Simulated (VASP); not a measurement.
A run of VASP 6.6.1 is set up as follows.

File INCAR:

```
PREC     = Accurate       # precision mode
ENCUT    = 520            # plane-wave cutoff, eV
EDIFF    = 1E-7           # SCF threshold, eV
ISMEAR   = 0              # smearing method
SIGMA    = 0.15           # smearing width, eV
LREAL    = False          # projectors in reciprocal space
LASPH    = True           # aspherical terms in the spheres
NELM     = 60             # most SCF steps
ALGO     = Fast           # electronic algorithm
ISIF     = 2              # what is computed and relaxed
LWAVE    = False          # write WAVECAR
LCHARG   = False          # write CHGCAR
GGA      = CA             # functional
NBANDS   = 38             # bands
```

File KPOINTS:

```
Automatic mesh
0
Gamma
  18 18 6
```

File POSCAR:

```
Rh
1.0
    2.5775000000      0.0000000000      0.0000000000
   -1.2887500000      2.2321804783      0.0000000000
    0.0000000000      0.0000000000      8.4358000000
Rh
4
Direct
    0.0000000000      0.0000000000      0.0000000000
    0.3333333333      0.6666666667      0.2500000000
    0.0000000000      0.0000000000      0.5000000000
    0.6666666667      0.3333333333      0.7500000000
```

Potentials or basis: VASP PAW LDA potentials, release 64 (Rh_pv).

The run is started by

```sh
$ cat potpaw_LDA.64/Rh_pv/POTCAR > POTCAR
$ mpirun -np 1 vasp_std > vasp.out
```

Task: Estimate the band gap on the k mesh.

Result: Zero (bands 30 and 31 overlap by 2.48 eV).

Task: Predict the pressure.

Result: 35.9 GPa.

Stress tensor (GPa, compression positive):
```
36.49  0.00  0.00
 0.00 36.49  0.00
 0.00  0.00 34.86
```

Caveat: the cell stands under pressure.
